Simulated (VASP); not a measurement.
# Au (P6_3/mmc) in VASP: a series of runs

The runs below take Au through single point, with PBE.

All numbers are computed with VASP 6.6.1; they aren't measurements. Logs are shortened: lines on timing, memory, paths and dates and some standing lists are left out, and cuts for length are marked.

**1. The cell of the first run**

Symmetry: P6_3/mmc, No. 194, hexagonal system. The conventional cell has a = 2.932 Å, b = 2.932 Å, c = 9.663 Å, α = 90.00°, β = 90.00°, γ = 120.00°. Au (site symmetry -3m) has 12 Au at 2.93 to 2.95 Å within 3.9 Å. Au (site symmetry -6m2) has 12 Au at 2.93 to 2.95 Å within 3.9 Å.

This isn't the form of Au at room conditions, which is fcc.

**2. Single point, PBE**

Input file INCAR:

```
SYSTEM = Au
ALGO     = Fast           ! electronic algorithm
EDIFF    = 1E-7           ! SCF threshold, eV
ENCUT    = 520            ! plane-wave cutoff, eV
GGA      = PE             ! functional
ISIF     = 2              ! what is computed and relaxed
ISMEAR   = 0              ! smearing method
LASPH    = .TRUE.         ! aspherical terms in the spheres
LCHARG   = .FALSE.        ! write CHGCAR
LREAL    = .FALSE.        ! projectors in reciprocal space
LWAVE    = .FALSE.        ! write WAVECAR
NBANDS   = 30             ! bands
NELM     = 100            ! most SCF steps
PREC     = Accurate       ! precision mode
SIGMA    = 0.1            ! smearing width, eV
```

Input file KPOINTS:

```
k-points
0
G
  18 18 6
  0 0 0
```

Input file POSCAR:

```
Au
1.0
    2.9316445972      0.0000000000      0.0000000000
   -1.4658222986      2.5388786960      0.0000000000
    0.0000000000      0.0000000000      9.6633781677
Au
4
Direct
    0.0000000000      0.0000000000      0.0000000000
    0.0000000000      0.0000000000      0.5000000000
    0.3333333333      0.6666666667      0.2500000000
    0.6666666667      0.3333333333      0.7500000000
```

Potentials or basis: VASP PAW PBE potentials, release 64 (Au).

Run with:

```console
> cat potpaw_PBE.64/Au/POTCAR > POTCAR
> mpirun -np 1 vasp_std > vasp.out
```

OUTCAR:

```text
SYSTEM = Au
   EDIFF = 1E-7
   ENCUT = 520
   GGA = PE
   ISIF = 2
   ISMEAR = 0
   LASPH = .TRUE.
   LREAL = .FALSE.
   NELM = 100
   PREC = Accurate

 ion  position               nearest neighbor table
   1  0.000  0.000  0.000-   3 2.95   4 2.95   3 2.95   4 2.95   4 2.95   3 2.95
   2  0.000  0.000  0.500-   3 2.95   4 2.95   3 2.95   4 2.95   4 2.95   3 2.95
   3  0.333  0.667  0.250-   1 2.95   2 2.95   1 2.95   2 2.95   1 2.95   2 2.95
   4  0.667  0.333  0.750-   1 2.95   2 2.95   1 2.95   2 2.95   1 2.95   2 2.95

  LATTYP: Found a hexagonal cell.
 ALAT       =     2.9316445972
 C/A-ratio  =     3.2962311246

  Lattice vectors:

 A1 = (   2.9316445972,   0.0000000000,   0.0000000000)
 A2 = (  -1.4658222986,   2.5388786960,   0.0000000000)
 A3 = (   0.0000000000,   0.0000000000,   9.6633781677)

Analysis of symmetry for initial positions (statically):
=====================================================================
 Subroutine PRICEL returns:
 Original cell was already a primitive cell.

 Routine SETGRP: Setting up the symmetry group for a
 hexagonal supercell.

 Subroutine GETGRP returns: Found 24 space group operations
 (whereof 12 operations were pure point group operations)
 out of a pool of 24 trial point group operations.

The static configuration has the point symmetry D_3d.
 The point group associated with its full space group is D_6h.

Analysis of symmetry for dynamics (positions and initial velocities):
=====================================================================
 Subroutine PRICEL returns:
 Original cell was already a primitive cell.

 Routine SETGRP: Setting up the symmetry group for a
 hexagonal supercell.

 Subroutine GETGRP returns: Found 24 space group operations
 (whereof 12 operations were pure point group operations)
 out of a pool of 24 trial point group operations.

The dynamic configuration has the point symmetry D_3d.
 The point group associated with its full space group is D_6h.

 Subroutine INISYM returns: Found 24 space group operations
 (whereof 12 operations are pure point group operations),
 and found     1 'primitive' translations

----------------------------------------------------------------------------------------

                                     Primitive cell

  volume of cell :      71.9254

  direct lattice vectors                    reciprocal lattice vectors
     2.931644597  0.000000000  0.000000000     0.341105467  0.196937333  0.000000000
    -1.465822299  2.538878696  0.000000000     0.000000000  0.393874667  0.000000000
[... 92 lines left out ...]
   NSW    =      0    number of steps for IOM
   IBRION =     -1    ionic relax: 0-MD 1-quasi-New 2-CG
   NFREE  =      0    steps in history (QN), initial steepest desc. (CG)
   ISIF   =      2    stress and relaxation
   ISYM   =      2    0-nonsym 1-usesym 2-fastsym
   POTIM  = 0.5000    time-step for ionic-motion
   TEBEG  =    0.0;   TEEND  =   0.0 temperature during run
   PSTRESS=    0.0 pullay stress
   NELECT =      44.0000    total number of electrons
   NUPDOWN=      -1.0000    fix difference up-down
   EMIN   =  10.00;   EMAX   =-10.00  energy-range for DOS
   EFERMI =   0.00;   METHOD = LEGACY
   ISMEAR =     0;   SIGMA  =   0.10  broadening in eV -4-tet -1-fermi 0-gaus
   EFERMI_NEDOS =   21; number of points for ismear=-14 and -15
   IALGO  =     68    algorithm
   IMIX   =      4    mixing-type and parameters
     AMIX     =   0.40;   BMIX     =  1.00
     AMIX_MAG =   1.60;   BMIX_MAG =  1.00
  volume/ion in A,a.u.               =      17.98       121.34
  Fermi-wavevector in a.u.,A,eV,Ry     =   1.389734  2.626216 26.277751  1.931360
  Thomas-Fermi vector in A             =   2.513736
   LORBIT       =      0    0 simple, 1 ext, 2 COOP (PROOUT), +10 PAW based schemes
   GGA     = PE    functional components
   LHFCALC =     F    Hartree Fock is set to
   AEXX    =    0.0000 exact exchange contribution
   IVDW    =     0    specifies the selected vdW correction
   LEPSILON=     F    determine dielectric tensor
   LRPA    =     F    only Hartree local field effects (RPA)
 non-spin polarized calculation
 RMM-DIIS sequential band-by-band and
 Gauss-broadening in eV      SIGMA  =   0.10
  energy-cutoff  :      520.00
  volume of cell :       71.93
 maximum number of plane-waves:      1992
 NGX is ok and might be reduce to    24
   NGX = 11   NGY = 11   NGZ = 35

 number of electron      44.0000000 magnetization

 Free energy of the ion-electron system (eV)
  ---------------------------------------------------
  ext. energy  EPLUGINS =         0.00000000
  ---------------------------------------------------
  free energy    TOTEN  =       -12.87008359 eV

  energy without entropy =      -12.86423243  energy(sigma->0) =      -12.86715801

 E-fermi :   8.5345     XC(G=0): -12.3970

 val. band max:        8.5237397432   @ k =   0.4444   0.0556   0.3333
 cond. band min:       8.5998934934   @ k =   0.1667  -0.0000   0.3333
 fundamental gap:      0.0761537502
 Fermi energy:         8.5344601890

 k-point     1 :       0.0000    0.0000    0.0000
  band No.  band energies     occupation
      1      -0.6968      2.00000
      2       0.9921      2.00000
      3       1.0005      2.00000
      4       1.7393      2.00000
      5       4.0720      2.00000
      6       4.0814      2.00000
[... 781 lines left out ...]
     29      16.4973      0.00000
     30      18.1725      0.00000

 [... further k-points ...]

------------------------ aborting loop because EDIFF is reached ----------------------------------------

  FORCE on cell =-STRESS in cart. coord.  units (eV):
  Direction    XX          YY          ZZ          XY          YZ          ZX
  --------------------------------------------------------------------------------------
  -------------------------------------------------------------------------------------
  Total       -0.1078106     -0.1078106     -0.1149539      0.0000000      0.0000000      0.0000000
  in kB       -2.4015404     -2.4015404     -2.5606602      0.0000000      0.0000000      0.0000000
  external PRESSURE =      -2.4545804 kB  Pullay stress =       0.0000000 kB

 VOLUME and BASIS-vectors are now :
 -----------------------------------------------------------------------------
  energy-cutoff  :      520.00
  volume of cell :       71.93
      direct lattice vectors                 reciprocal lattice vectors
     2.931644597  0.000000000  0.000000000     0.341105467  0.196937333  0.000000000
    -1.465822299  2.538878696  0.000000000     0.000000000  0.393874667  0.000000000
     0.000000000  0.000000000  9.663378168     0.000000000  0.000000000  0.103483480

 POSITION                                       TOTAL-FORCE (eV/Angst)
 -----------------------------------------------------------------------------------
      0.00000      0.00000      0.00000        -0.000000      0.000000     -0.000000
      0.00000      0.00000      4.83169        -0.000000      0.000000     -0.000000
     -0.00000      1.69259      2.41584        -0.000000      0.000000     -0.000000
      1.46582      0.84629      7.24753         0.000000     -0.000000      0.000000
 -----------------------------------------------------------------------------------
    total drift:                               -0.000000      0.000000      0.000000

  FREE ENERGIE OF THE ION-ELECTRON SYSTEM (eV)
  ---------------------------------------------------
  free  energy   TOTEN  =       -12.8700835866 eV

  energy  without entropy=      -12.8642324274  energy(sigma->0) =      -12.86715801
```

OSZICAR:

```text
N       E                     dE             d eps       ncg     rms          rms(c)
DAV:   1     0.281496810174E+03    0.28150E+03   -0.22645E+04  8944   0.141E+03
DAV:   2    -0.705934349264E+01   -0.28856E+03   -0.27356E+03  9514   0.314E+02
DAV:   3    -0.138734497682E+02   -0.68141E+01   -0.67411E+01 10292   0.482E+01
DAV:   4    -0.139187827838E+02   -0.45333E-01   -0.45316E-01  9708   0.413E+00
DAV:   5    -0.139192052553E+02   -0.42247E-03   -0.42247E-03 10152   0.439E-01    0.159E+01
RMM:   6    -0.129327722066E+02    0.98643E+00   -0.22160E+00  8883   0.914E+00    0.103E+01
RMM:   7    -0.128824352920E+02    0.50337E-01   -0.44166E-01  9023   0.399E+00    0.394E+00
RMM:   8    -0.128704417451E+02    0.11994E-01   -0.73642E-02  9070   0.165E+00    0.791E-01
RMM:   9    -0.128700357272E+02    0.40602E-03   -0.26217E-03  9618   0.297E-01    0.151E-01
RMM:  10    -0.128701052275E+02   -0.69500E-04   -0.45268E-04  9799   0.106E-01    0.214E-01
RMM:  11    -0.128700829068E+02    0.22321E-04   -0.17064E-04  9552   0.822E-02    0.953E-03
RMM:  12    -0.128700830887E+02   -0.18186E-06   -0.10890E-05  9837   0.200E-02    0.101E-02
RMM:  13    -0.128700833818E+02   -0.29316E-06   -0.24015E-06  9903   0.940E-03    0.781E-03
RMM:  14    -0.128700836382E+02   -0.25634E-06   -0.63050E-07  8718   0.471E-03    0.173E-03
RMM:  15    -0.128700835866E+02    0.51580E-07   -0.12911E-07  5801   0.202E-03
   1 F= -.12870084E+02 E0= -.12867158E+02  d E =-.585116E-02
```

stdout:

```text
POSCAR found type information on POSCAR Au
 POSCAR found :  1 types and       4 ions
 scaLAPACK will be used
 LDA part: xc-table for (Slater+PW92), standard interpolation
 POSCAR, INCAR and KPOINTS ok, starting setup
 FFT: planning ... GRIDC
 FFT: planning ... GRID_SOFT
 FFT: planning ... GRID
 WAVECAR not read
 entering main loop
```

It took 5.3 min on 1 thread of Intel Xeon Platinum 8259CL at 2.50GHz (Skylake/Cascade Lake), shared host; peak memory 0.36 GiB.

What came out:

```
Free energy            : -12.8701 eV
Pressure               : -0.2 GPa
Band gap on the k mesh : zero (bands 22 and 23 overlap by 5.01 eV)
```

Caveat: spin-orbit coupling is left out, which moves the levels of the heavy elements.

**3. Single point, PBE**

Input file INCAR:

```
PREC = Accurate ; ENCUT = 500
EDIFF = 1E-6 ; ISMEAR = -4
SIGMA = 0.1 ; LREAL = F
LASPH = T ; NELM = 120
ALGO = Normal ; ISIF = 2
LWAVE = F ; LCHARG = F
GGA = PE ; NBANDS = 30
GGA_COMPAT = F
```

Input file KPOINTS:

```
regular mesh
0
Gamma
  18 18 6
```

POSCAR is that of step 2.

Potentials or basis: VASP PAW PBE potentials, release 64 (Au).

Run with:

```console
> cat potpaw_PBE.64/Au/POTCAR > POTCAR
> mpirun -np 1 vasp_std > vasp.out
```

It took 7.7 min on 1 thread of Oxide Virtual Turin-like, shared host; peak memory 0.32 GiB.

Results (log left out):

```
Free energy            : -12.7754 eV
Pressure               : -0.2 GPa
Band gap on the k mesh : zero (bands 22 and 23 overlap by 5.01 eV)
```

Stress tensor (GPa, compression positive):
```
-0.24  0.00  0.00
 0.00 -0.24  0.00
 0.00  0.00 -0.03
```

Levels at points of the mesh, in eV from the Fermi level:
```
           k point  band 18  band 19  band 20  band 21  band 22  band 23  band 24  band 25  band 26  band 27
(0.00, 0.00, 0.00)    -2.86    -2.86    -2.58    -2.58    -2.04    -2.04    -0.77     2.66    10.61    10.69
(0.50, 0.00, 0.00)    -1.76    -1.74    -1.73    -0.37     0.42     1.01     1.30     3.35     3.60     5.97
(0.00, 0.00, 0.50)    -3.10    -2.95    -2.95    -2.27    -2.27    -2.27    -2.27     5.83     5.83    14.20
(0.50, 0.00, 0.50)    -1.90    -1.76    -1.76     0.30     0.30     1.19     1.19     3.98     3.98     5.25
```

Caveat: spin-orbit coupling is left out, which moves the levels of the heavy elements; tetrahedron occupations give inexact forces and stress in metals.

The gap in the log of VASP goes by the Fermi energy; the results here count the filled bands.